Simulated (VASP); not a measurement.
# As (P6/mmm) in VASP: a series of runs

The runs below take As through single point, relaxation of shape and atoms at fixed volume, with PBE.

All numbers are computed with VASP 6.6.1; they aren't measurements. Logs are shortened: lines on timing, memory, paths and dates and some standing lists are left out, and cuts for length are marked.

## Step 1: The cell of the first run

It takes space group P6/mmm (No. 191, hexagonal). Conventional cell: a = 4.862 Å, b = 4.862 Å, c = 2.826 Å, α = 90.00°, β = 90.00°, γ = 120.00°. As (site symmetry 6/mmm) has 14 As at 2.83 to 3.14 Å within 3.7 Å. Within 3.7 Å of As (site symmetry -6m2) lie 11 As at 2.81 to 3.14 Å.

This isn't the form of As at room conditions, which is rhombohedral.

## Step 2: Single point, PBE

File INCAR:

```
PREC = Accurate ; ENCUT = 500
EDIFF = 1E-6 ; ISMEAR = -1
SIGMA = 0.1 ; LREAL = F
LASPH = T ; NELM = 120
ALGO = Normal ; ISIF = 2
LWAVE = F ; LCHARG = F
GGA = PE ; NBANDS = 14
GGA_COMPAT = F
```

File KPOINTS:

```
Automatic mesh
0
Gamma
  8 8 10
```

File POSCAR:

```
As
1.0
    4.8616433604      0.0000000000      0.0000000000
   -2.4308216802      4.2103066543      0.0000000000
    0.0000000000      0.0000000000      2.8264633521
As
3
Direct
    0.0000000000      0.0000000000      0.0000000000
    0.3333333333      0.6666666667      0.5000000000
    0.6666666667      0.3333333333      0.5000000000
```

Potentials or basis: VASP PAW PBE potentials, release 64 (As).

The run is started by

```bash
> cat potpaw_PBE.64/As/POTCAR > POTCAR
> mpirun -np 1 vasp_std > vasp.out
```

OUTCAR:

```text
PREC = Accurate
   ENCUT = 500
   EDIFF = 1E-6
   ISMEAR = -1
   LREAL = F
   LASPH = T
   NELM = 120
   ISIF = 2
   GGA = PE

 ion  position               nearest neighbor table
   1  0.000  0.000  0.000-
   2  0.333  0.667  0.500-   3 2.81   3 2.81   3 2.81
   3  0.667  0.333  0.500-   2 2.81   2 2.81   2 2.81

  LATTYP: Found a hexagonal cell.
 ALAT       =     4.8616433604
 C/A-ratio  =     0.5813802335

  Lattice vectors:

 A1 = (   4.8616433604,   0.0000000000,   0.0000000000)
 A2 = (  -2.4308216802,   4.2103066543,   0.0000000000)
 A3 = (   0.0000000000,   0.0000000000,   2.8264633521)

Analysis of symmetry for initial positions (statically):
=====================================================================
 Subroutine PRICEL returns:
 Original cell was already a primitive cell.

 Routine SETGRP: Setting up the symmetry group for a
 hexagonal supercell.

 Subroutine GETGRP returns: Found 24 space group operations
 (whereof 24 operations were pure point group operations)
 out of a pool of 24 trial point group operations.

The static configuration has the point symmetry D_6h.

Analysis of symmetry for dynamics (positions and initial velocities):
=====================================================================
 Subroutine PRICEL returns:
 Original cell was already a primitive cell.

 Routine SETGRP: Setting up the symmetry group for a
 hexagonal supercell.

 Subroutine GETGRP returns: Found 24 space group operations
 (whereof 24 operations were pure point group operations)
 out of a pool of 24 trial point group operations.

The dynamic configuration has the point symmetry D_6h.

 Subroutine INISYM returns: Found 24 space group operations
 (whereof 24 operations are pure point group operations),
 and found     1 'primitive' translations

----------------------------------------------------------------------------------------

                                     Primitive cell

  volume of cell :      57.8549

  direct lattice vectors                    reciprocal lattice vectors
     4.861643360  0.000000000  0.000000000     0.205691764  0.118756195  0.000000000
    -2.430821680  4.210306654  0.000000000     0.000000000  0.237512391  0.000000000
[... 93 lines left out ...]
   ISIF   =      2    stress and relaxation
   ISYM   =      2    0-nonsym 1-usesym 2-fastsym
   POTIM  = 0.5000    time-step for ionic-motion
   TEBEG  =    0.0;   TEEND  =   0.0 temperature during run
   PSTRESS=    0.0 pullay stress
   NELECT =      15.0000    total number of electrons
   NUPDOWN=      -1.0000    fix difference up-down
   EMIN   =  10.00;   EMAX   =-10.00  energy-range for DOS
   EFERMI =   0.00;   METHOD = LEGACY
   ISMEAR =    -1;   SIGMA  =   0.10  broadening in eV -4-tet -1-fermi 0-gaus
   EFERMI_NEDOS =   21; number of points for ismear=-14 and -15
   IALGO  =     38    algorithm
   IMIX   =      4    mixing-type and parameters
     AMIX     =   0.40;   BMIX     =  1.00
     AMIX_MAG =   1.60;   BMIX_MAG =  1.00
  volume/ion in A,a.u.               =      19.28       130.14
  Fermi-wavevector in a.u.,A,eV,Ry     =   1.043899  1.972683 14.826613  1.089725
  Thomas-Fermi vector in A             =   2.178628
   LORBIT       =      0    0 simple, 1 ext, 2 COOP (PROOUT), +10 PAW based schemes
   GGA     = PE    functional components
   LHFCALC =     F    Hartree Fock is set to
   AEXX    =    0.0000 exact exchange contribution
   IVDW    =     0    specifies the selected vdW correction
   LEPSILON=     F    determine dielectric tensor
   LRPA    =     F    only Hartree local field effects (RPA)
 non-spin polarized calculation
  energy-cutoff  :      500.00
  volume of cell :       57.85
 maximum number of plane-waves:      1498
 NGX is ok and might be reduce to    36
   NGX = 17   NGY = 17   NGZ = 11

 number of electron      14.9999997 magnetization

 Free energy of the ion-electron system (eV)
  ---------------------------------------------------
  ext. energy  EPLUGINS =         0.00000000
  ---------------------------------------------------
  free energy    TOTEN  =       -12.72128511 eV

  energy without entropy =      -12.66910985  energy(sigma->0) =      -12.69519748

 E-fermi :   6.2555     XC(G=0): -10.7051

 val. band max:        6.1889744402   @ k =   0.1250   0.0000   0.3000
 cond. band min:       6.2922812121   @ k =   0.3750   0.0000   0.2000
 fundamental gap:      0.1033067719
 Fermi energy:         6.2554583937

 k-point     1 :       0.0000    0.0000    0.0000
  band No.  band energies     occupation
      1      -8.6682      2.00000
      2      -3.4718      2.00000
      3      -3.2827      2.00000
      4       1.7217      2.00000
      5       1.7217      2.00000
      6       2.0029      2.00000
      7       2.0029      2.00000
      8       8.8414      0.00000
      9      11.8187      0.00000
     10      11.8187      0.00000
     11      12.7861      0.00000
     12      12.8024      0.00000
     13      13.5391      0.00000
     14      18.6498      0.00000
[... 377 lines left out ...]
      1      -6.8895      2.00000
      2      -5.0791      2.00000
      3      -3.5823      2.00000
      4       0.6316      2.00000
      5       3.6529      2.00000
      6       5.5613      1.99807
      7       6.2923      0.81794
      8       6.3332      0.62981
      9       7.9372      0.00000
     10       8.3940      0.00000
     11       8.4824      0.00000
     12       9.3339      0.00000
     13      14.2221      0.00000
     14      15.4607      0.00000

 [... further k-points ...]

------------------------ aborting loop because EDIFF is reached ----------------------------------------

  FORCE on cell =-STRESS in cart. coord.  units (eV):
  Direction    XX          YY          ZZ          XY          YZ          ZX
  --------------------------------------------------------------------------------------
  -------------------------------------------------------------------------------------
  Total        0.0208936      0.0208936      0.0322552      0.0000000      0.0000000     -0.0000000
  in kB        0.5786060      0.5786060      0.8932436      0.0000000      0.0000000     -0.0000000
  external PRESSURE =       0.6834852 kB  Pullay stress =       0.0000000 kB

 VOLUME and BASIS-vectors are now :
 -----------------------------------------------------------------------------
  energy-cutoff  :      500.00
  volume of cell :       57.85
      direct lattice vectors                 reciprocal lattice vectors
     4.861643360  0.000000000  0.000000000     0.205691764  0.118756195  0.000000000
    -2.430821680  4.210306654  0.000000000     0.000000000  0.237512391  0.000000000
     0.000000000  0.000000000  2.826463352     0.000000000  0.000000000  0.353799033

 POSITION                                       TOTAL-FORCE (eV/Angst)
 -----------------------------------------------------------------------------------
      0.00000      0.00000      0.00000         0.000000      0.000000      0.000000
     -0.00000      2.80687      1.41323         0.000000      0.000000     -0.000000
      2.43082      1.40344      1.41323        -0.000000     -0.000000      0.000000
 -----------------------------------------------------------------------------------
    total drift:                                0.000000      0.000000     -0.000000

  FREE ENERGIE OF THE ION-ELECTRON SYSTEM (eV)
  ---------------------------------------------------
  free  energy   TOTEN  =       -12.7212851142 eV

  energy  without entropy=      -12.6691098516  energy(sigma->0) =      -12.69519748
```

stdout:

```text
POSCAR found type information on POSCAR As
 POSCAR found :  1 types and       3 ions
 scaLAPACK will be used
 LDA part: xc-table for (Slater+PW92), standard interpolation
 POSCAR, INCAR and KPOINTS ok, starting setup
 FFT: planning ... GRIDC
 FFT: planning ... GRID_SOFT
 FFT: planning ... GRID
 WAVECAR not read
 entering main loop
```

Run time: 13 s. Hardware: 1 thread of Intel Xeon 6975P-C (Granite Rapids), shared host; peak memory 0.18 GiB.

What came out:

- Free energy: -12.7213 eV
- Pressure: 0.1 GPa
- Band gap on the k mesh: zero (an odd number of electrons rules out a gap without spin polarisation)

## Step 3: Relaxation of shape and atoms at fixed volume, PBE

This run uses another cell than the first one, of 8.29 Å³/atom.

File INCAR:

```
SYSTEM = As
PREC = Accurate
ENCUT = 500
EDIFF = 1E-7
ISMEAR = -1
SIGMA = 0.1
LREAL = .FALSE.
LASPH = .TRUE.
NELM = 120
ALGO = Normal
ISIF = 4
LWAVE = .FALSE.
LCHARG = .FALSE.
GGA = PE
IBRION = 2
NSW = 50
EDIFFG = -0.005
GGA_COMPAT = .FALSE.
NELMIN = 4
```

File KPOINTS:

```
Automatic mesh
0
G
  8 8 10
  0 0 0
```

File POSCAR:

```
As
1.0
    3.6694921762      0.0000000000      0.0000000000
   -1.8347460881      3.1778734436      0.0000000000
    0.0000000000      0.0000000000      2.1333693761
As
3
Direct
    0.0000000000      0.0000000000      0.0000000000
    0.3333333333      0.6666666667      0.5000000000
    0.6666666667      0.3333333333      0.5000000000
```

Potentials or basis: VASP PAW PBE potentials, release 64 (As).

The run is started by

```bash
> cat potpaw_PBE.64/As/POTCAR > POTCAR
> mpirun -np 1 vasp_std > vasp.out
```

It took 27 s on 1 thread of Intel Xeon 6975P-C (Granite Rapids), shared host; peak memory 0.14 GiB.

It converged, with:

```yaml
Free_energy: 8.0467 eV
Energy_gained_by_relaxing: 2.2 meV/atom
Ionic_steps: 7
Pressure_after_relaxing: 436.3 GPa
```

Step by step:
| step | energy change (eV) | largest force (eV/Å) | pressure (GPa) | volume (Å³) |
| --- | --- | --- | --- | --- |
| 1 | 0.0000 | 0.0000 | 436.83 | 24.88 |
| 2 | 0.0304 | 0.0000 | 435.22 | 24.88 |
| 3 | 0.0039 | 0.0000 | 435.63 | 24.88 |
| 4 | -0.0052 | 0.0000 | 436.08 | 24.88 |
| 5 | -0.0061 | 0.0000 | 436.44 | 24.88 |
| 6 | -0.0065 | 0.0000 | 436.29 | 24.88 |
| 7 | -0.0065 | 0.0000 | 436.31 | 24.88 |

Final structure:
```
As
1.0
     3.65963    0.00000    0.00000
    -1.82981    3.16933    0.00000
     0.00000    0.00000    2.14489
As
3
Cartesian
  0.0000 0.0000 0.0000
  0.0000 2.1129 1.0724
  1.8298 1.0564 1.0724
```

Levels at points of the mesh, in eV from the Fermi level:
```
           k point  band 4  band 5  band 6  band 7  band 8  band 9  band 10  band 11
(0.00, 0.00, 0.00)  -11.43  -11.43  -11.08  -11.07    4.14    8.84    15.54    15.54
(0.50, 0.00, 0.00)  -14.75   -0.32   -0.12    0.05    0.15    4.89     8.28     8.33
(0.00, 0.00, 0.50)   -5.72   -5.72   -4.66   -3.31   -3.31   -2.32    -2.32    -2.01
(0.50, 0.00, 0.50)  -13.52   -8.30   -7.21   -6.75   -5.43    5.57     5.75     6.60
```

Caveat: the highest band is partly filled, so the run has too few bands.

## Step 4: Relaxation of shape and atoms at fixed volume, PBE

This run uses another cell than the first one, of 13.11 Å³/atom.

File INCAR:

```
PREC = Accurate ; ENCUT = 500
EDIFF = 1E-7 ; ISMEAR = -1
SIGMA = 0.1 ; LREAL = False
LASPH = True ; NELM = 120
ALGO = Normal ; ISIF = 4
LWAVE = False ; LCHARG = False
GGA = PE ; IBRION = 2
NSW = 50 ; EDIFFG = -0.005
GGA_COMPAT = False ; NELMIN = 4
```

File KPOINTS:

```
Automatic mesh
0
Gamma
  8 8 10
```

File POSCAR:

```
As
1.0
    4.2751640562      0.0000000000      0.0000000000
   -2.1375820281      3.7024006780      0.0000000000
    0.0000000000      0.0000000000      2.4854948962
As
3
Direct
    0.0000000000      0.0000000000      0.0000000000
    0.3333333333      0.6666666667      0.5000000000
    0.6666666667      0.3333333333      0.5000000000
```

The run is started by

```bash
> cat potpaw_PBE.64/As/POTCAR > POTCAR
> mpirun -np 1 vasp_std > vasp.out
```

It took 10 s on 1 thread of Intel Xeon 6975P-C (Granite Rapids), shared host; peak memory 0.16 GiB.

The run converged. Its results:

| Quantity | Value |
| --- | --- |
| Free energy | -9.7795 eV |
| Energy gained by relaxing | 0.0 meV/atom |
| Ionic steps | 2 |
| Pressure after relaxing | 71.6 GPa |

Stress tensor (GPa, compression positive):
```
71.56  0.00  0.00
 0.00 71.56  0.00
 0.00  0.00 71.64
```

Final structure:
```cif
data_structure
_symmetry_space_group_name_H-M 'P 1'
_symmetry_Int_Tables_number 1
_cell_length_a 4.2758
_cell_length_b 4.2758
_cell_length_c 2.4848
_cell_angle_alpha 90.000
_cell_angle_beta 90.000
_cell_angle_gamma 120.000
_cell_volume 39.34
loop_
_atom_site_label
_atom_site_type_symbol
_atom_site_fract_x
_atom_site_fract_y
_atom_site_fract_z
_atom_site_occupancy
As1 As 0.00000 0.00000 0.00000 1
As2 As 0.33333 0.66667 0.50000 1
As3 As 0.66667 0.33333 0.50000 1
```

Levels at points of the mesh, in eV from the Fermi level:
```csv
k point,band 4,band 5,band 6,band 7,band 8,band 9,band 10,band 11
"(0.00, 0.00, 0.00)",-7.18,-7.18,-6.90,-6.90,3.52,7.84,9.08,9.08
"(0.50, 0.00, 0.00)",-9.88,-1.07,-0.80,0.86,1.17,3.34,6.15,6.20
"(0.00, 0.00, 0.50)",-4.07,-3.93,-3.79,-3.45,-3.45,-1.28,-1.28,-0.26
"(0.50, 0.00, 0.50)",-9.09,-6.06,-5.37,-4.99,-2.49,2.88,3.63,5.38
```

Caveat: the highest band is partly filled, so the run has too few bands.

## Step 5: The runs side by side

| task | cell | pressure (GPa) |
| --- | --- | --- |
| single point | a = 4.862, b = 4.862, c = 2.826 Å, angles 90.0, 90.0, 120.0°, 3 atoms | 0.1 |
| relaxation of shape and atoms at fixed volume | relaxed from a = 3.669, b = 3.669, c = 2.133 Å, angles 90.0, 90.0, 120.0°, 3 atoms | 436.3 |
| relaxation of shape and atoms at fixed volume | relaxed from a = 4.275, b = 4.275, c = 2.485 Å, angles 90.0, 90.0, 120.0°, 3 atoms | 71.6 |

Alike in all rows: level PBE; potentials or basis VASP PAW PBE potentials, release 64 (As); no spin polarisation; k mesh 8 × 8 × 10; cutoff (eV) 500; smearing fermi-dirac 0.1 eV.

Caveats: the highest band is partly filled, so the run has too few bands (at least some runs).

Total energies depend on the potentials used, so only differences within one code and one set of settings carry meaning.
